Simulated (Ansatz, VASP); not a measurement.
**Two plane-wave programs on ScAl3As4**

```
Sc Al As
1.0
     8.25452    0.00000    0.00000
    -4.12726    7.14863    0.00000
     0.00000    0.00000    4.05995
Sc Al As
1 3 4
Direct
  0.66667 0.33333 0.98897
  0.21681 0.78319 0.49021
  0.21681 0.43363 0.49021
  0.56637 0.78319 0.49021
  0.53606 0.46394 0.48905
  0.53606 0.07213 0.48905
  0.92787 0.46394 0.48905
  0.33333 0.66667 0.98971
```

Alike in both runs: functional PBE; k mesh 3 × 3 × 4; occupations gaussian, width 0.2 eV; no spin polarisation.

Ansatz relaxed the structure, and its values are those at the end. VASP's run is a single point on that final structure, the one shown.

```csv
,VASP,Ansatz
version,VASP 6.6.1,Ansatz 0.2.0
potentials or method,"VASP PAW PBE potentials, release 64 (Sc_sv, Al, As), cutoff 520 eV","scalar-relativistic, plane waves, PAW"
valence electrons in the cell,40,80
```

```csv
,VASP,Ansatz,Ansatz less VASP
gap on the k mesh at the Fermi level (eV),none,none,-
pressure (GPa),0.1,-0.1,-0.11
rms of the force components (eV/Å),0.007,0.012,+0.0052
```

A gap of «none» marks a metal or a gap that the smearing closes. VASP's potentials hold 40 valence electrons a cell and Ansatz's 80, so a difference there can come from the potentials and not from the codes.

The k mesh is coarse, so the values compare programs but aren't converged.
